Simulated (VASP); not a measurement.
# Pt (P2_1/m) in VASP: notebook

The runs below take Pt through single point, with LDA.

Everything below comes from runs of VASP 6.6.1. Logs are shortened: lines on timing, memory, paths and dates and some standing lists are left out, and cuts for length are marked.

### Step 1. The cell of the first run

It takes space group P2_1/m (No. 11, monoclinic). Conventional cell: a = 2.640 Å, b = 4.560 Å, c = 2.640 Å, α = 90.00°, β = 120.00°, γ = 90.00°. Within 4.1 Å of Pt (site symmetry m) lie 18 Pt at 2.62 to 4.01 Å.

### Step 2. Single point, LDA (atoms displaced along a vibrational mode, the cell strained)

Input file INCAR:

```
SYSTEM = Pt
PREC = Accurate
ENCUT = 520
EDIFF = 1E-6
ISMEAR = 0
SIGMA = 0.15
LREAL = .False.
LASPH = .True.
NELM = 60
ALGO = Fast
ISIF = 2
LWAVE = .False.
LCHARG = .False.
NBANDS = 17
```

Input file KPOINTS:

```
regular mesh
0
Gamma
  18 18 10
  0 0 0
```

Input file POSCAR:

```
Pt
1.0
    2.6404892193      0.0000000000      0.0000000000
   -1.3202446096      2.2867307423      0.0000000000
    0.0000000000      0.0000000000      4.5604625585
Pt
2
Direct
    0.6138639516      0.3333333333      0.7500000000
    0.3861360484      0.6666666667      0.2500000000
```

Potentials or basis: VASP PAW LDA potentials, release 64 (Pt).

The run is started by

```console
$ cat potpaw_LDA.64/Pt/POTCAR > POTCAR
$ mpirun -np 1 vasp_std > vasp.out
```

OUTCAR:

```text
SYSTEM = Pt
   PREC = Accurate
   ENCUT = 520
   EDIFF = 1E-6
   ISMEAR = 0
   LREAL = .False.
   LASPH = .True.
   NELM = 60
   ISIF = 2

 ion  position               nearest neighbor table
   1  0.614  0.333  0.750-   2 2.62   2 2.62   2 2.76   2 2.76   2 2.89   2 2.89
   2  0.386  0.667  0.250-   1 2.62   1 2.62   1 2.76   1 2.76   1 2.89   1 2.89

  LATTYP: Found a hexagonal cell.
 ALAT       =     2.6404892193
 C/A-ratio  =     1.7271278842

  Lattice vectors:

 A1 = (   2.6404892193,   0.0000000000,   0.0000000000)
 A2 = (  -1.3202446096,   2.2867307423,   0.0000000000)
 A3 = (   0.0000000000,   0.0000000000,   4.5604625585)

Analysis of symmetry for initial positions (statically):
=====================================================================
 Subroutine PRICEL returns:
 Original cell was already a primitive cell.

 Routine SETGRP: Setting up the symmetry group for a
 hexagonal supercell.

 Subroutine GETGRP returns: Found  4 space group operations
 (whereof  2 operations were pure point group operations)
 out of a pool of 24 trial point group operations.

The static configuration has the point symmetry S_2 .
 The point group associated with its full space group is C_2h.

Analysis of symmetry for dynamics (positions and initial velocities):
=====================================================================
 Subroutine PRICEL returns:
 Original cell was already a primitive cell.

 Routine SETGRP: Setting up the symmetry group for a
 hexagonal supercell.

 Subroutine GETGRP returns: Found  4 space group operations
 (whereof  2 operations were pure point group operations)
 out of a pool of 24 trial point group operations.

The dynamic configuration has the point symmetry S_2 .
 The point group associated with its full space group is C_2h.

 Subroutine INISYM returns: Found  4 space group operations
 (whereof  2 operations are pure point group operations),
 and found     1 'primitive' translations

----------------------------------------------------------------------------------------

                                     Primitive cell

  volume of cell :      27.5365

  direct lattice vectors                    reciprocal lattice vectors
     2.640489219  0.000000000  0.000000000     0.378717698  0.218652765  0.000000000
    -1.320244610  2.286730742  0.000000000     0.000000000  0.437305530  0.000000000
     0.000000000  0.000000000  4.560462559     0.000000000  0.000000000  0.219276003

  length of vectors
     2.640489219  2.640489219  4.560462559     0.437305530  0.437305530  0.219276003

  position of ions in fractional coordinates (direct lattice)
     0.613863952  0.333333333  0.750000000
     0.386136048  0.666666667  0.250000000

  ion indices of the primitive-cell ions
   primitive index   ion index
                 1           1
                 2           2

----------------------------------------------------------------------------------------

 KPOINTS: regular mesh

Automatic generation of k-mesh.
 Grid dimensions read from file:
 generate k-points for:   18   18   10

 Generating k-lattice:

  Cartesian coordinates                     Fractional coordinates (reciprocal lattice)
     0.021039872  0.012147376  0.000000000     0.055555556  0.000000000  0.000000000
     0.000000000  0.024294752  0.000000000     0.000000000  0.055555556  0.000000000
     0.000000000  0.000000000  0.021927600     0.000000000  0.000000000  0.100000000

  Length of vectors
     0.024294752  0.024294752  0.021927600

  Shift w.r.t. Gamma in fractional coordinates (k-lattice)
     0.000000000  0.000000000  0.000000000

 Subroutine IBZKPT returns following result:
 ===========================================

 Found    984 irreducible k-points:

 Following reciprocal coordinates:
            Coordinates               Weight
  0.000000  0.000000  0.000000      1.000000
  0.055556  0.000000  0.000000      2.000000
  0.000000  0.055556  0.000000      2.000000
 -0.055556  0.055556  0.000000      2.000000
  0.111111  0.000000  0.000000      2.000000
  0.000000  0.111111  0.000000      2.000000
[... 16 lines left out ...]
  0.444444 -0.000000  0.000000      2.000000
  0.000000  0.444444  0.000000      2.000000
 [... further k-points ...]
   k-points           NKPTS =    984   k-points in BZ     NKDIM =    984   number of bands    NBANDS=     17
   number of dos      NEDOS =    301   number of ions     NIONS =      2
   total plane-waves  NPLWV =  14400
   dimension x,y,z NGX =    20 NGY =   20 NGZ =   36
   dimension x,y,z NGXF=    40 NGYF=   40 NGZF=   72
   ions per type =               2
   NGX,Y,Z   is equivalent  to a cutoff of  12.59, 12.59, 13.12 a.u.
   NGXF,Y,Z  is equivalent  to a cutoff of  25.18, 25.18, 26.25 a.u.
 SYSTEM =  Pt
   PREC   = accura    normal or accurate (medium, high low for compatibility)
   ISTART =      0    job   : 0-new  1-cont  2-samecut
   ICHARG =      2    charge: 1-file 2-atom 10-const
   ISPIN  =      1    spin polarized calculation?
   LNONCOLLINEAR =      F non collinear calculations
   LSORBIT =      F    spin-orbit coupling
   LASPH  =      T    aspherical Exc in radial PAW
   ENCUT  =  520.0 eV  38.22 Ry    6.18 a.u.   4.91  4.91  8.48*2*pi/ulx,y,z
   NELM   =     60;   NELMIN=  2; NELMDL= -5     # of ELM steps
   EDIFF  = 0.1E-05   stopping-criterion for ELM
   LREAL  =      F    real-space projection
[... 7 lines left out ...]
   TEBEG  =    0.0;   TEEND  =   0.0 temperature during run
   PSTRESS=    0.0 pullay stress
   NELECT =      20.0000    total number of electrons
   NUPDOWN=      -1.0000    fix difference up-down
   EMIN   =  10.00;   EMAX   =-10.00  energy-range for DOS
   EFERMI =   0.00;   METHOD = LEGACY
   ISMEAR =     0;   SIGMA  =   0.15  broadening in eV -4-tet -1-fermi 0-gaus
   EFERMI_NEDOS =   21; number of points for ismear=-14 and -15
   IALGO  =     68    algorithm
   IMIX   =      4    mixing-type and parameters
     AMIX     =   0.40;   BMIX     =  1.00
     AMIX_MAG =   1.60;   BMIX_MAG =  1.00
  volume/ion in A,a.u.               =      13.77        92.91
  Fermi-wavevector in a.u.,A,eV,Ry     =   1.471574  2.780871 29.463818  2.165530
  Thomas-Fermi vector in A             =   2.586693
   LORBIT       =      0    0 simple, 1 ext, 2 COOP (PROOUT), +10 PAW based schemes
   GGA     = CA    functional components
   LHFCALC =     F    Hartree Fock is set to
   AEXX    =    0.0000 exact exchange contribution
   IVDW    =     0    specifies the selected vdW correction
   LEPSILON=     F    determine dielectric tensor
   LRPA    =     F    only Hartree local field effects (RPA)
 non-spin polarized calculation
 RMM-DIIS sequential band-by-band and
 Gauss-broadening in eV      SIGMA  =   0.15
  energy-cutoff  :      520.00
  volume of cell :       27.54
 maximum number of plane-waves:       768
   NGX =  9   NGY =  9   NGZ = 17

 number of electron      20.0000000 magnetization

 Free energy of the ion-electron system (eV)
  ---------------------------------------------------
  ext. energy  EPLUGINS =         0.00000000
  ---------------------------------------------------
  free energy    TOTEN  =       -14.69333605 eV

  energy without entropy =      -14.66621051  energy(sigma->0) =      -14.67977328

 E-fermi :  12.9852     XC(G=0): -14.2127

 val. band max:       12.9840980960   @ k =   0.3889  -0.1667  -0.4000
 cond. band min:      12.9854877121   @ k =   0.5000   0.3333   0.1000
 fundamental gap:      0.0013896161
 Fermi energy:        12.9851587461

 k-point     1 :       0.0000    0.0000    0.0000
  band No.  band energies     occupation
      1       1.7033      2.00000
      2       4.4694      2.00000
      3       7.7506      2.00000
      4       8.5997      2.00000
      5       8.8707      2.00000
      6       9.0624      2.00000
[... 9 lines left out ...]
     16      29.7141      0.00000
     17      34.5681      0.00000

 k-point     2 :       0.0556    0.0000    0.0000
  band No.  band energies     occupation
      1       1.8298      2.00000
      2       4.5819      2.00000
      3       7.7770      2.00000
      4       8.6998      2.00000
      5       8.8298      2.00000
      6       9.0176      2.00000
[... 9 lines left out ...]
     16      29.8716      0.00000
     17      34.3937      0.00000

 k-point     3 :       0.0000    0.0556    0.0000
  band No.  band energies     occupation
      1       1.8319      2.00000
      2       4.5917      2.00000
      3       7.7768      2.00000
      4       8.5916      2.00000
      5       8.9254      2.00000
      6       9.0451      2.00000
[... 9 lines left out ...]
     16      29.9326      0.00000
     17      33.8991      0.00000

 k-point     4 :      -0.0556    0.0556    0.0000
  band No.  band energies     occupation
      1       1.8330      2.00000
      2       4.5967      2.00000
      3       7.7554      2.00000
      4       8.5551      2.00000
      5       8.9569      2.00000
      6       9.1646      2.00000
[... 9 lines left out ...]
     16      29.9538      0.00000
     17      33.6377      0.00000

 k-point     5 :       0.1111    0.0000    0.0000
  band No.  band energies     occupation
      1       2.1968      2.00000
      2       4.8923      2.00000
      3       7.8188      2.00000
      4       8.7484      2.00000
      5       8.8632      2.00000
      6       9.0353      2.00000
[... 9 lines left out ...]
     16      30.1433      0.00000
     17      32.9615      0.00000

 k-point     6 :       0.0000    0.1111    0.0000
  band No.  band energies     occupation
      1       2.2066      2.00000
      2       4.9373      2.00000
      3       7.7916      2.00000
      4       8.5174      2.00000
      5       8.9608      2.00000
      6       9.1989      2.00000
[... 9 lines left out ...]
     16      30.5090      0.00000
     17      32.4304      0.00000
[... 281 lines left out ...]
 k-point    21 :       0.0000    0.3889    0.0000
  band No.  band energies     occupation
      1       5.0956      2.00000
      2       5.4650      2.00000
      3       6.2164      2.00000
      4       8.3731      2.00000
      5       8.8187      2.00000
      6       9.2609      2.00000
[... 9 lines left out ...]
     16      27.3660      0.00000
     17      27.6415      0.00000

 k-point    22 :      -0.3889    0.3889    0.0000
  band No.  band energies     occupation
      1       5.1972      2.00000
      2       5.6400      2.00000
      3       6.7235      2.00000
      4       8.0364      2.00000
      5       8.1038      2.00000
      6       9.1993      2.00000
[... 9 lines left out ...]
     16      26.6827      0.00000
     17      27.1258      0.00000

 k-point    23 :       0.4444   -0.0000    0.0000
  band No.  band energies     occupation
      1       4.8611      2.00000
      2       5.0857      2.00000
      3       5.5815      2.00000
      4       8.8838      2.00000
      5       9.0332      2.00000
      6       9.8317      2.00000
[... 9 lines left out ...]
     16      25.8855      0.00000
     17      27.5404      0.00000

 k-point    24 :       0.0000    0.4444    0.0000
  band No.  band energies     occupation
      1       5.1791      2.00000
      2       5.3123      2.00000
      3       5.9707      2.00000
      4       8.6879      2.00000
      5       8.7792      2.00000
      6       9.4411      2.00000
[... 9 lines left out ...]
     16      26.3747      0.00000
     17      27.1923      0.00000

 [... further k-points ...]
[... 5 lines left out ...]
  --------------------------------------------------------------------------------------
  -------------------------------------------------------------------------------------
  Total        5.3658119      5.0129718      5.2168323     -0.3478228      0.0000000      0.0000000
  in kB      312.2034525    291.6738697    303.5352502    -20.2376621      0.0000000      0.0000000
  external PRESSURE =     302.4708575 kB  Pullay stress =       0.0000000 kB

 VOLUME and BASIS-vectors are now :
 -----------------------------------------------------------------------------
  energy-cutoff  :      520.00
  volume of cell :       27.54
      direct lattice vectors                 reciprocal lattice vectors
     2.640489219  0.000000000  0.000000000     0.378717698  0.218652765  0.000000000
    -1.320244610  2.286730742  0.000000000     0.000000000  0.437305530  0.000000000
     0.000000000  0.000000000  4.560462559     0.000000000  0.000000000  0.219276003

 POSITION                                       TOTAL-FORCE (eV/Angst)
 -----------------------------------------------------------------------------------
      1.18082      0.76224      3.42035         0.156920     -0.327054      0.000000
      0.13942      1.52449      1.14012        -0.156920      0.327054      0.000000
 -----------------------------------------------------------------------------------
    total drift:                                0.000000     -0.000000      0.000000

  FREE ENERGIE OF THE ION-ELECTRON SYSTEM (eV)
  ---------------------------------------------------
  free  energy   TOTEN  =       -14.6933360524 eV

  energy  without entropy=      -14.6662105073  energy(sigma->0) =      -14.67977328
```

It took 9.8 min on 1 thread of Intel Xeon 8259CL, shared host; peak memory 0.46 GiB.

Results:

- Free energy: -14.6933 eV
- Pressure: 30.2 GPa
- Largest force: 0.363 eV/Å
- Band gap on the k mesh: zero (bands 10 and 11 overlap by 1.78 eV)

Forces on the atoms (eV/Å):
```
Pt   0.157 -0.327  0.000
Pt  -0.157  0.327  0.000
```

Caveat: the cell differs from its parent crystal (atoms displaced along a vibrational mode, the cell strained); the cell stands under pressure; spin-orbit coupling is left out, which moves the levels of the heavy elements.

### Step 3. Single point, LDA (atoms displaced along a vibrational mode, the cell strained)

Input file INCAR:

```
SYSTEM = Pt
PREC = Accurate ; ENCUT = 520
EDIFF = 1E-6 ; ISMEAR = 0
SIGMA = 0.15 ; LREAL = .False.
LASPH = .True. ; NELM = 60
ALGO = Fast ; ISIF = 2
LWAVE = .False. ; LCHARG = .False.
NBANDS = 17
```

Input file KPOINTS:

```
Automatic mesh
0
Gamma
  18 18 10
  0 0 0
```

Input file POSCAR:

```
Pt
1.0
    2.6629672301      0.0000000000      0.0000000000
   -1.3314836150      2.3061972707      0.0000000000
    0.0000000000      0.0000000000      4.5992849577
Pt
2
Direct
    0.6138639516      0.3333333333      0.7500000000
    0.3861360484      0.6666666667      0.2500000000
```

Potentials or basis: VASP PAW LDA potentials, release 64 (Pt).

The run is started by

```console
$ cat potpaw_LDA.64/Pt/POTCAR > POTCAR
$ mpirun -np 1 vasp_std > vasp.out
```

It took 9.3 min on 1 thread of Intel Xeon 8259CL, shared host; peak memory 0.46 GiB.

It converged, with:

| Property | Result |
| --- | --- |
| Free energy | -14.8039 eV |
| Pressure | 19.4 GPa |
| Largest force | 0.321 eV/Å |
| Band gap on the k mesh | zero (bands 10 and 11 overlap by 1.69 eV) |

Forces on the atoms (eV/Å):
```
Pt   0.119 -0.298  0.000
Pt  -0.119  0.298  0.000
```

Stress tensor (GPa, compression positive):
```
20.06 -1.61  0.00
-1.61 18.08  0.00
 0.00  0.00 20.00
```

Levels at points of the mesh, in eV from the Fermi level:
```tsv
k point	band 7	band 8	band 9	band 10	band 11	band 12	band 13	band 14
(0.00, 0.00, 0.00)	-3.44	-2.76	-1.43	-1.19	-1.00	0.22	5.61	14.79
(0.50, 0.00, 0.00)	-2.40	0.00	0.45	0.51	1.85	4.65	7.04	7.71
(0.00, 0.50, 0.00)	-3.18	-0.48	0.38	0.57	2.49	4.12	7.80	9.41
(0.50, 0.50, 0.00)	-3.44	-0.15	0.26	0.70	3.10	3.54	8.79	9.47
(0.00, 0.00, 0.50)	-3.98	-3.98	-1.19	-1.19	-0.83	-0.83	12.71	12.71
(0.50, 0.00, 0.50)	-1.76	-1.76	0.50	0.50	2.46	2.46	6.65	6.65
(0.00, 0.50, 0.50)	-0.88	-0.88	0.49	0.49	1.71	1.71	7.31	7.31
(0.50, 0.50, 0.50)	-0.18	-0.18	0.48	0.48	0.90	0.90	7.81	7.81
```

Caveat: the cell differs from its parent crystal (atoms displaced along a vibrational mode, the cell strained); the cell stands under pressure; spin-orbit coupling is left out, which moves the levels of the heavy elements.

### Step 4. Single point, LDA (atoms displaced along a vibrational mode, the cell strained)

Input file INCAR:

```
SYSTEM = Pt
ALGO = Fast ; EDIFF = 1E-6
ENCUT = 520 ; ISIF = 2
ISMEAR = 0 ; LASPH = .TRUE.
LCHARG = .TRUE. ; LELF = .TRUE.
LREAL = .FALSE. ; LVHAR = .TRUE.
LWAVE = .FALSE. ; NBANDS = 17
NELM = 80 ; PREC = Accurate
SIGMA = 0.15
```

Input file KPOINTS:

```
k-points
0
G
  18 18 10
  0 0 0
```

Input file POSCAR:

```
Pt
1.0
    2.6629672301      0.0000000000      0.0000000000
   -1.3314836150      2.3061972707      0.0000000000
    0.0000000000      0.0000000000      4.5992849577
Pt
2
Direct
    0.6314771649      0.3333333333      0.7500000000
    0.3685228351      0.6666666667      0.2500000000
```

The run is started by

```console
$ cat potpaw_LDA.64/Pt/POTCAR > POTCAR
$ mpirun -np 1 vasp_std > vasp.out
```

Run time: 11 min. Hardware: 1 thread of Intel Xeon 8259CL, shared host; peak memory 0.47 GiB.

The run converged. Its results:

* Free energy: -14.8115 eV
* Pressure: 18.7 GPa
* Largest force: 0.150 eV/Å
* Band gap on the k mesh: zero (bands 10 and 11 overlap by 1.58 eV)

Forces in eV/Å, atoms in the order of the input:
```
Pt   0.043 -0.144  0.000
Pt  -0.043  0.144  0.000
```

Stress tensor (GPa, compression positive):
```
19.83 -1.14  0.00
-1.14 18.51  0.00
 0.00  0.00 17.91
```

Levels at points of the mesh, in eV from the Fermi level:
```tsv
k point	band 8	band 9	band 10	band 11	band 12	band 13
(0.00, 0.00, 0.00)	-2.62	-1.70	-1.20	-0.74	0.11	5.55
(0.50, 0.00, 0.00)	0.05	0.45	0.50	2.06	4.49	7.29
(0.00, 0.50, 0.00)	-0.19	0.36	0.59	2.49	4.12	7.82
(0.50, 0.50, 0.00)	-0.06	0.28	0.68	2.91	3.74	8.46
(0.00, 0.00, 0.50)	-4.03	-1.12	-1.12	-0.84	-0.84	12.73
(0.50, 0.00, 0.50)	-1.66	0.50	0.50	2.20	2.20	6.87
(0.00, 0.50, 0.50)	-1.02	0.49	0.49	1.69	1.69	7.31
(0.50, 0.50, 0.50)	-0.51	0.48	0.48	1.16	1.16	7.68
```

Caveat: the cell differs from its parent crystal (atoms displaced along a vibrational mode, the cell strained); the cell stands under pressure; spin-orbit coupling is left out, which moves the levels of the heavy elements.

### Step 5. The runs side by side

| cell | gap on the mesh (eV) | pressure (GPa) | largest force (eV/Å) |
| --- | --- | --- | --- |
| a = 2.640, b = 2.640, c = 4.560 Å, angles 90.0, 90.0, 120.0°, 2 atoms, atomic positions A | none | 30.2 | 0.36 |
| a = 2.663, b = 2.663, c = 4.599 Å, angles 90.0, 90.0, 120.0°, 2 atoms, atomic positions A | none | 19.4 | 0.32 |
| a = 2.663, b = 2.663, c = 4.599 Å, angles 90.0, 90.0, 120.0°, 2 atoms, atomic positions B | none | 18.7 | 0.15 |

Alike in all rows: task single point; level LDA; potentials or basis VASP PAW LDA potentials, release 64 (Pt); no spin polarisation; k mesh 18 × 18 × 10; cutoff (eV) 520; smearing gaussian 0.15 eV.

Caveats: the cell stands under pressure; spin-orbit coupling is left out, which moves the levels of the heavy elements.

Total energies depend on the potentials used, so only differences within one code and one set of settings carry meaning.
